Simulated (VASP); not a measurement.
# LaSiO (P4/mmm) in VASP: a series of runs

The runs below take LaSiO through single point, relaxation of cell and atoms, with PBE.

Everything below comes from runs of VASP 6.6.1. Logs are shortened: lines on timing, memory, paths and dates and some standing lists are left out, and cuts for length are marked.

### 1 The cell of the first run

The structure is tetragonal, space group P4/mmm (No. 123). Conventional cell: a = 4.196 Å, b = 4.196 Å, c = 3.778 Å, α = 90.00°, β = 90.00°, γ = 90.00°. Within 3.9 Å of La (site symmetry 4/mmm) lie 4 Si at 2.97 Å and 8 O at 3.52 Å and 2 La at 3.78 Å. Si (site symmetry 4/mmm) has 2 O at 1.89 Å within 2.5 Å. Within 2.5 Å of O (site symmetry 4/mmm) lie 2 Si at 1.89 Å.

The cell was generated, and may not be a known phase.

### 2 Single point, PBE

File INCAR:

```
PREC = Accurate
ENCUT = 520
EDIFF = 1E-7
ISMEAR = 0
SIGMA = 0.1
LREAL = F
LASPH = T
NELM = 100
ALGO = Normal
ISIF = 2
LWAVE = F
LCHARG = F
GGA = PE
NBANDS = 18
```

File KPOINTS:

```
regular mesh
0
Gamma
  4 4 6
```

File POSCAR:

```
LaSiO
1.0
    4.1956183513      0.0000000000      0.0000000000
    0.0000000000      4.1956183513      0.0000000000
    0.0000000000      0.0000000000      3.7781177444
La Si O
1 1 1
Direct
    0.5000000000      0.5000000000      0.0000000000
    0.0000000000      0.0000000000      0.0000000000
    0.0000000000      0.0000000000      0.5000000000
```

Potentials or basis: VASP PAW PBE potentials, release 64 (La, Si, O).

Started as:

```
cat potpaw_PBE.64/La/POTCAR potpaw_PBE.64/Si/POTCAR potpaw_PBE.64/O/POTCAR > POTCAR
mpirun -np 1 vasp_std > vasp.out
```

OUTCAR:

```text
PREC = Accurate
   ENCUT = 520
   EDIFF = 1E-7
   ISMEAR = 0
   LREAL = F
   LASPH = T
   NELM = 100
   ISIF = 2
   GGA = PE

 ion  position               nearest neighbor table
   1  0.500  0.500  0.000-   2 2.97   2 2.97   2 2.97   2 2.97
   2  0.000  0.000  0.000-   3 1.89   3 1.89   1 2.97   1 2.97   1 2.97   1 2.97
   3  0.000  0.000  0.500-   2 1.89   2 1.89

  LATTYP: Found a simple tetragonal cell.
 ALAT       =     4.1956183513
 C/A-ratio  =     0.9004912812

  Lattice vectors:

 A1 = (   4.1956183513,   0.0000000000,   0.0000000000)
 A2 = (   0.0000000000,   4.1956183513,   0.0000000000)
 A3 = (   0.0000000000,   0.0000000000,   3.7781177444)

Analysis of symmetry for initial positions (statically):
=====================================================================
 Subroutine PRICEL returns:
 Original cell was already a primitive cell.

 Routine SETGRP: Setting up the symmetry group for a
 simple tetragonal supercell.

 Subroutine GETGRP returns: Found 16 space group operations
 (whereof 16 operations were pure point group operations)
 out of a pool of 16 trial point group operations.

The static configuration has the point symmetry D_4h.

Analysis of symmetry for dynamics (positions and initial velocities):
=====================================================================
 Subroutine PRICEL returns:
 Original cell was already a primitive cell.

 Routine SETGRP: Setting up the symmetry group for a
 simple tetragonal supercell.

 Subroutine GETGRP returns: Found 16 space group operations
 (whereof 16 operations were pure point group operations)
 out of a pool of 16 trial point group operations.

The dynamic configuration has the point symmetry D_4h.

 Subroutine INISYM returns: Found 16 space group operations
 (whereof 16 operations are pure point group operations),
 and found     1 'primitive' translations

----------------------------------------------------------------------------------------

                                     Primitive cell

  volume of cell :      66.5070

  direct lattice vectors                    reciprocal lattice vectors
     4.195618351  0.000000000  0.000000000     0.238343890  0.000000000  0.000000000
     0.000000000  4.195618351  0.000000000     0.000000000  0.238343890  0.000000000
     0.000000000  0.000000000  3.778117744     0.000000000  0.000000000  0.264682063

[... 82 lines left out ...]
   ENCUT  =  520.0 eV  38.22 Ry    6.18 a.u.   7.80  7.80  7.02*2*pi/ulx,y,z
   NELM   =    100;   NELMIN=  2; NELMDL= -5     # of ELM steps
   EDIFF  = 0.1E-06   stopping-criterion for ELM
   LREAL  =      F    real-space projection
   EDIFFG = 0.1E-05   stopping-criterion for IOM
   NSW    =      0    number of steps for IOM
   IBRION =     -1    ionic relax: 0-MD 1-quasi-New 2-CG
   NFREE  =      0    steps in history (QN), initial steepest desc. (CG)
   ISIF   =      2    stress and relaxation
   ISYM   =      2    0-nonsym 1-usesym 2-fastsym
   POTIM  = 0.5000    time-step for ionic-motion
   TEBEG  =    0.0;   TEEND  =   0.0 temperature during run
   PSTRESS=    0.0 pullay stress
   NELECT =      21.0000    total number of electrons
   NUPDOWN=      -1.0000    fix difference up-down
   EMIN   =  10.00;   EMAX   =-10.00  energy-range for DOS
   EFERMI =   0.00;   METHOD = LEGACY
   ISMEAR =     0;   SIGMA  =   0.10  broadening in eV -4-tet -1-fermi 0-gaus
   EFERMI_NEDOS =   21; number of points for ismear=-14 and -15
   IALGO  =     38    algorithm
   IMIX   =      4    mixing-type and parameters
     AMIX     =   0.40;   BMIX     =  1.00
     AMIX_MAG =   1.60;   BMIX_MAG =  1.00
  volume/ion in A,a.u.               =      22.17       149.60
  Fermi-wavevector in a.u.,A,eV,Ry     =   1.114788  2.106643 16.908658  1.242751
  Thomas-Fermi vector in A             =   2.251386
   LORBIT       =      0    0 simple, 1 ext, 2 COOP (PROOUT), +10 PAW based schemes
   GGA     = PE    functional components
   LHFCALC =     F    Hartree Fock is set to
   AEXX    =    0.0000 exact exchange contribution
   IVDW    =     0    specifies the selected vdW correction
   LEPSILON=     F    determine dielectric tensor
   LRPA    =     F    only Hartree local field effects (RPA)
 non-spin polarized calculation
 Gauss-broadening in eV      SIGMA  =   0.10
  energy-cutoff  :      520.00
  volume of cell :       66.51
 maximum number of plane-waves:      1824
 NGX is ok and might be reduce to    32
   NGX = 15   NGY = 15   NGZ = 15

 number of electron      20.9999997 magnetization

 Free energy of the ion-electron system (eV)
  ---------------------------------------------------
  ext. energy  EPLUGINS =         0.00000000
  ---------------------------------------------------
  free energy    TOTEN  =       -17.15796702 eV

  energy without entropy =      -17.15083801  energy(sigma->0) =      -17.15440251

 E-fermi :   6.7544     XC(G=0):  -9.4164

 val. band max:        6.7367637277   @ k =   0.5000   0.5000   0.5000
 cond. band min:       6.7575306041   @ k =   0.5000   0.2500   0.5000
 fundamental gap:      0.0207668764
 Fermi energy:         6.7543733418

 k-point     1 :       0.0000    0.0000    0.0000
  band No.  band energies     occupation
      1     -26.1995      2.00000
      2     -12.5973      2.00000
      3      -9.7945      2.00000
      4      -9.7945      2.00000
      5      -9.7718      2.00000
      6      -0.1512      2.00000
[... 481 lines left out ...]
      5      -9.9951      2.00000
      6      -2.7624      2.00000
[... 10 lines left out ...]
     17       8.6949      0.00000
     18       8.7273      0.00000

------------------------ aborting loop because EDIFF is reached ----------------------------------------

  FORCE on cell =-STRESS in cart. coord.  units (eV):
  Direction    XX          YY          ZZ          XY          YZ          ZX
  --------------------------------------------------------------------------------------
  -------------------------------------------------------------------------------------
  Total       -0.0252428     -0.0252428      0.1657540      0.0000000     -0.0000000      0.0000000
  in kB       -0.6081073     -0.6081073      3.9930726      0.0000000     -0.0000000      0.0000000
  external PRESSURE =       0.9256193 kB  Pullay stress =       0.0000000 kB

 VOLUME and BASIS-vectors are now :
 -----------------------------------------------------------------------------
  energy-cutoff  :      520.00
  volume of cell :       66.51
      direct lattice vectors                 reciprocal lattice vectors
     4.195618351  0.000000000  0.000000000     0.238343890  0.000000000  0.000000000
     0.000000000  4.195618351  0.000000000     0.000000000  0.238343890  0.000000000
     0.000000000  0.000000000  3.778117744     0.000000000  0.000000000  0.264682063

 POSITION                                       TOTAL-FORCE (eV/Angst)
 -----------------------------------------------------------------------------------
      2.09781      2.09781      0.00000         0.000000      0.000000      0.000000
      0.00000      0.00000      0.00000         0.000000      0.000000      0.000000
      0.00000      0.00000      1.88906         0.000000      0.000000      0.000000
 -----------------------------------------------------------------------------------
    total drift:                                0.000000     -0.000000     -0.000000

  FREE ENERGIE OF THE ION-ELECTRON SYSTEM (eV)
  ---------------------------------------------------
  free  energy   TOTEN  =       -17.1579670185 eV

  energy  without entropy=      -17.1508380076  energy(sigma->0) =      -17.15440251
```

Wall time 14 s (1 thread of Intel Xeon 6975P-C (Granite Rapids), shared host); peak memory 0.2 GiB.

Results:

```
Free energy            : -17.1580 eV
Pressure               : 0.1 GPa
Band gap on the k mesh : zero (an odd number of electrons rules out a gap without spin polarisation)
```

Caveat: the k points lie up to 0.37 Å⁻¹ apart, too coarse for converged energies and pressures of a metal; spin-orbit coupling is left out, which moves the levels of the heavy elements; an odd number of electrons without spin polarisation forces a metal; a magnetic or distorted state may lie lower.

### 3 Single point, PBE

This run uses another cell than the first one, of 22.67 Å³/atom.

File INCAR:

```
SYSTEM = LaSiO
PREC     = Accurate       ! precision mode
ENCUT    = 520            ! plane-wave cutoff, eV
EDIFF    = 1E-6           ! SCF threshold, eV
ISMEAR   = 0              ! smearing method
SIGMA    = 0.1            ! smearing width, eV
LREAL    = .FALSE.        ! projectors in reciprocal space
LASPH    = .TRUE.         ! aspherical terms in the spheres
NELM     = 100            ! most SCF steps
ALGO     = Normal         ! electronic algorithm
ISIF     = 2              ! what is computed and relaxed
LWAVE    = .FALSE.        ! write WAVECAR
LCHARG   = .TRUE.         ! write CHGCAR
GGA      = PE             ! functional
LELF     = .TRUE.         ! ELF
LVHAR    = .TRUE.       
NBANDS   = 18             ! bands
```

File KPOINTS:

```
regular mesh
0
G
  4 4 6
  0 0 0
```

File POSCAR:

```
LaSiO
1.0
    4.3688710600      0.0000000000      0.0000000000
    0.0000000000      4.3688710600      0.0000000000
    0.0000000000      0.0000000000      3.5628633000
La Si O
1 1 1
Direct
    0.5000000000      0.5000000000      0.0000000000
    0.0000000000      0.0000000000      0.0000000000
    0.0000000000      0.0000000000      0.5000000000
```

Potentials or basis: VASP PAW PBE potentials, release 64 (La, Si, O).

Started as:

```
cat potpaw_PBE.64/La/POTCAR potpaw_PBE.64/Si/POTCAR potpaw_PBE.64/O/POTCAR > POTCAR
mpirun -np 1 vasp_std > vasp.out
```

Run time: 15 s. Hardware: 1 thread of Intel Xeon 6975P-C (Granite Rapids), shared host; peak memory 0.2 GiB.

It converged, with:

| Item | Value |
| --- | --- |
| Free energy | -16.9570 eV |
| Pressure | 0.9 GPa |
| Band gap on the k mesh | zero (an odd number of electrons rules out a gap without spin polarisation) |

Stress tensor (GPa, compression positive):
```
-3.89  0.00  0.00
 0.00 -3.89  0.00
 0.00  0.00 10.59
```

Levels at points of the mesh, in eV from the Fermi level:
```
           k point  band 7  band 8  band 9  band 10  band 11  band 12  band 13  band 14  band 15  band 16
(0.00, 0.00, 0.00)   -5.22   -5.10   -5.10    -1.14    -0.80     1.24     1.24     1.64     1.67     1.67
(0.50, 0.00, 0.00)   -6.00   -5.44   -3.68    -0.98    -0.20     0.51     1.41     1.49     1.51     1.79
(0.50, 0.50, 0.00)   -5.37   -5.37   -4.62    -0.73     1.10     1.10     1.71     1.71     1.81     1.87
(0.00, 0.00, 0.50)   -4.68   -4.68   -1.54     0.18     0.29     0.29     1.32     1.46     1.53     1.53
(0.50, 0.00, 0.50)   -4.82   -4.58   -2.26    -1.26    -0.48     0.06     1.13     1.48     1.61     1.66
(0.50, 0.50, 0.50)   -5.10   -5.10   -0.96    -0.19    -0.19     0.78     0.78     1.51     1.55     1.76
```

Caveat: the stress differs along the axes, from -4 to 11 GPa; spin-orbit coupling is left out, which moves the levels of the heavy elements; an odd number of electrons without spin polarisation forces a metal; a magnetic or distorted state may lie lower.

### 4 Relaxation of cell and atoms, PBE

This run uses another cell than the first one, of 22.67 Å³/atom.

File INCAR:

```
SYSTEM = LaSiO
ALGO = Normal
EDIFF = 1E-7
EDIFFG = -0.04
ENCUT = 600
GGA = PE
IBRION = 2
ISIF = 3
ISMEAR = 0
LASPH = .True.
LCHARG = .False.
LREAL = .False.
LWAVE = .False.
NELM = 100
NSW = 90
PREC = Accurate
SIGMA = 0.1
```

File KPOINTS:

```
k-points
0
Gamma
  4 4 6
  0 0 0
```

POSCAR is that of step 3.

Started as:

```
cat potpaw_PBE.64/La/POTCAR potpaw_PBE.64/Si/POTCAR potpaw_PBE.64/O/POTCAR > POTCAR
mpirun -np 1 vasp_std > vasp.out
```

Wall time 77 s (1 thread of Intel Xeon 6975P-C (Granite Rapids), shared host); peak memory 0.21 GiB.

It converged, with:

```
Free energy                           : -17.1616 eV
Relaxed volume                        : 22.19 Å³/atom
Relaxed cell                          : a = 4.193 Å, b = 4.193 Å, c = 3.786 Å, α = 90.00°, β = 90.00°, γ = 90.00°
Space group after relaxing (to 0.1 Å) : P4/mmm (No. 123)
Energy gained by relaxing             : 67.2 meV/atom
Ionic steps                           : 7
Pressure after relaxing               : 0.0 GPa
Band gap on the k mesh                : zero (an odd number of electrons rules out a gap without spin polarisation)
```

The path:
```
step  energy change (eV)  largest force (eV/Å)  pressure (GPa)  volume (Å³)
   1              0.0000                0.0000            0.89        68.00
   2             -0.1838                0.0000           -2.15        69.04
   3             -0.1837                0.0000           -2.12        69.02
   4             -0.2005                0.0000            0.33        66.16
   5             -0.2013                0.0000           -0.12        66.63
   6             -0.2013                0.0000           -0.16        66.68
   7             -0.2016                0.0000           -0.03        66.57
```

Final structure:
```
La Si O
1.0
     4.19344    0.00000    0.00000
     0.00000    4.19344    0.00000
     0.00000    0.00000    3.78555
La Si O
1 1 1
Direct
  0.50000 0.50000 0.00000
  0.00000 0.00000 0.00000
  0.00000 0.00000 0.50000
```

Levels at points of the mesh, in eV from the Fermi level:
```csv
k point,band 6,band 7,band 8,band 9,band 10,band 11,band 12,band 13,band 14
"(0.00, 0.00, 0.00)",-6.87,-5.77,-4.36,-4.36,-0.88,-0.84,1.19,1.19,1.88
"(0.50, 0.00, 0.00)",-6.92,-5.52,-4.78,-4.04,-1.11,0.21,0.24,1.60,1.64
"(0.50, 0.50, 0.00)",-6.85,-5.29,-4.70,-4.70,-0.31,1.07,1.07,1.90,1.90
"(0.00, 0.00, 0.50)",-9.62,-4.09,-4.09,-1.63,-0.18,0.37,0.37,1.46,1.63
"(0.50, 0.00, 0.50)",-8.95,-4.31,-3.95,-2.55,-1.46,-0.28,-0.07,1.65,1.69
"(0.50, 0.50, 0.50)",-9.49,-4.66,-4.66,-1.16,-0.01,-0.01,1.34,1.34,1.68
```

Caveat: spin-orbit coupling is left out, which moves the levels of the heavy elements; an odd number of electrons without spin polarisation forces a metal; a magnetic or distorted state may lie lower.

### 5 Single point, PBE

This run uses another cell than the first one, of 22.21 Å³/atom.

File INCAR:

```
PREC = Accurate
ENCUT = 520
EDIFF = 1E-6
ISMEAR = 0
SIGMA = 0.1
LREAL = False
LASPH = True
NELM = 80
ALGO = Normal
ISIF = 2
LWAVE = False
LCHARG = True
GGA = PE
LELF = True
LVHAR = True
NBANDS = 18
```

File KPOINTS:

```
regular mesh
0
Gamma
  12 12 12
```

File POSCAR:

```
LaSiO
1.0
    4.2040995932      0.0000000000      0.0000000000
    0.0000000000      4.2040995932      0.0000000000
    0.0000000000      0.0000000000      3.7705829151
La Si O
1 1 1
Direct
    0.5000000000      0.5000000000      0.0000000000
    0.0000000000      0.0000000000      0.0000000000
    0.0000000000      0.0000000000      0.5000000000
```

Started as:

```
cat potpaw_PBE.64/La/POTCAR potpaw_PBE.64/Si/POTCAR potpaw_PBE.64/O/POTCAR > POTCAR
mpirun -np 1 vasp_std > vasp.out
```

It took 80 s on 1 thread of Intel Xeon 6975P-C (Granite Rapids), shared host; peak memory 0.41 GiB.

Results (log left out):

| Property | Result |
| --- | --- |
| Free energy | -17.1394 eV |
| Pressure | 0.0 GPa |
| Band gap on the k mesh | zero (an odd number of electrons rules out a gap without spin polarisation) |

Stress tensor (GPa, compression positive):
```
-0.09  0.00  0.00
 0.00 -0.09  0.00
 0.00  0.00  0.15
```

Levels at points of the mesh, in eV from the Fermi level:
```
           k point  band 6  band 7  band 8  band 9  band 10  band 11  band 12  band 13  band 14  band 15
(0.00, 0.00, 0.00)   -6.91   -5.70   -4.38   -4.38    -0.84    -0.79     1.25     1.25     1.93     1.93
(0.50, 0.00, 0.00)   -6.95   -5.52   -4.80   -3.99    -1.05     0.25     0.27     1.65     1.69     1.79
(0.50, 0.50, 0.00)   -6.89   -5.22   -4.71   -4.71    -0.28     1.12     1.12     1.95     1.95     2.00
(0.00, 0.00, 0.50)   -9.64   -4.11   -4.11   -1.60    -0.11     0.40     0.40     1.51     1.68     1.93
(0.50, 0.00, 0.50)   -8.98   -4.32   -3.98   -2.49    -1.41    -0.23    -0.03     1.70     1.75     1.79
(0.50, 0.50, 0.50)   -9.51   -4.67   -4.67   -1.12     0.01     0.01     1.36     1.36     1.73     1.75
```

Caveat: spin-orbit coupling is left out, which moves the levels of the heavy elements; an odd number of electrons without spin polarisation forces a metal; a magnetic or distorted state may lie lower.

### 6 Relaxation of cell and atoms, PBE

File INCAR:

```
SYSTEM = LaSiO
PREC = Accurate
ENCUT = 600
EDIFF = 1E-7
ISMEAR = 0
SIGMA = 0.1
LREAL = .False.
LASPH = .True.
NELM = 100
ALGO = Normal
ISIF = 3
LWAVE = .False.
LCHARG = .False.
GGA = PE
IBRION = 2
NSW = 100
EDIFFG = -0.01
```

File KPOINTS:

```
Automatic mesh
0
Gamma
  12 12 12
  0 0 0
```

File POSCAR:

```
LaSiO
1.0
    4.1956183513      0.0000000000      0.0000000000
    0.0000000000      4.1956183513      0.0000000000
    0.0000000000      0.0000000000      3.7781177444
La Si O
1 1 1
Direct
    0.5000000000      0.5000000000      0.0000000000
    0.0000000000      0.0000000000      0.0000000000
    0.0000000000      0.0000000000      0.5000000000
```

Potentials or basis: VASP PAW PBE potentials, release 64 (La, Si, O).

Started as:

```
cat potpaw_PBE.64/La/POTCAR potpaw_PBE.64/Si/POTCAR potpaw_PBE.64/O/POTCAR > POTCAR
mpirun -np 1 vasp_std > vasp.out
```

Wall time 2.2 min (1 thread of Intel Xeon 6975P-C (Granite Rapids), shared host); peak memory 0.45 GiB.

Results (log left out):

| Property | Result |
| --- | --- |
| Free energy | -17.1419 eV |
| Relaxed volume | 22.18 Å³/atom |
| Relaxed cell | a = 4.199 Å, b = 4.199 Å, c = 3.774 Å, α = 90.00°, β = 90.00°, γ = 90.00° |
| Space group after relaxing (to 0.1 Å) | P4/mmm (No. 123) |
| Energy gained by relaxing | 0.0 meV/atom |
| Ionic steps | 2 |
| Pressure after relaxing | 0.0 GPa |
| Band gap on the k mesh | zero (an odd number of electrons rules out a gap without spin polarisation) |

Final structure:
```
La Si O
1.0
     4.19876    0.00000    0.00000
     0.00000    4.19876    0.00000
     0.00000    0.00000    3.77438
La Si O
1 1 1
Direct
  0.50000 0.50000 0.00000
  0.00000 0.00000 0.00000
  0.00000 0.00000 0.50000
```

Levels at points of the mesh, in eV from the Fermi level:
| k point | band 9 | band 10 | band 11 | band 12 | band 13 | band 14 |
| --- | --- | --- | --- | --- | --- | --- |
| (0.00, 0.00, 0.00) | -4.37 | -0.84 | -0.79 | 1.25 | 1.25 | 1.94 |
| (0.50, 0.00, 0.00) | -3.99 | -1.06 | 0.26 | 0.26 | 1.66 | 1.70 |
| (0.50, 0.50, 0.00) | -4.71 | -0.27 | 1.12 | 1.12 | 1.95 | 1.95 |
| (0.00, 0.00, 0.50) | -1.61 | -0.12 | 0.41 | 0.41 | 1.52 | 1.68 |
| (0.50, 0.00, 0.50) | -2.50 | -1.42 | -0.23 | -0.03 | 1.71 | 1.75 |
| (0.50, 0.50, 0.50) | -1.13 | 0.02 | 0.02 | 1.37 | 1.37 | 1.74 |

Caveat: spin-orbit coupling is left out, which moves the levels of the heavy elements; an odd number of electrons without spin polarisation forces a metal; a magnetic or distorted state may lie lower.

### 7 The runs side by side

```tsv
task	cell	k mesh	cutoff (eV)	gap on the mesh (eV)	pressure (GPa)	relaxed volume (Å³/atom)
single point	a = 4.196, b = 4.196, c = 3.778 Å, 3 atoms	4 × 4 × 6	520	none	0.1	-
single point	a = 4.369, b = 4.369, c = 3.563 Å, 3 atoms	4 × 4 × 6	520	none	0.9	-
relaxation of cell and atoms	relaxed from a = 4.369, b = 4.369, c = 3.563 Å, 3 atoms	4 × 4 × 6	600	none	0.0	22.19
single point	a = 4.204, b = 4.204, c = 3.771 Å, 3 atoms	12 × 12 × 12	520	none	0.0	-
relaxation of cell and atoms	relaxed from a = 4.196, b = 4.196, c = 3.778 Å, 3 atoms	12 × 12 × 12	600	none	0.0	22.18
```

Alike in all rows: level PBE; potentials or basis VASP PAW PBE potentials, release 64 (La, Si, O); no spin polarisation; smearing gaussian 0.1 eV.

Caveats: some runs use coarse meshes; spin-orbit coupling is left out, which moves the levels of the heavy elements; an odd number of electrons without spin polarisation forces a metal; a magnetic or distorted state may lie lower; the stress differs along the axes, from -4 to 11 GPa (at least some runs).

Absolute energies hang on the potentials; compare differences alone.

The gap in the log of VASP goes by the Fermi energy; the results here count the filled bands.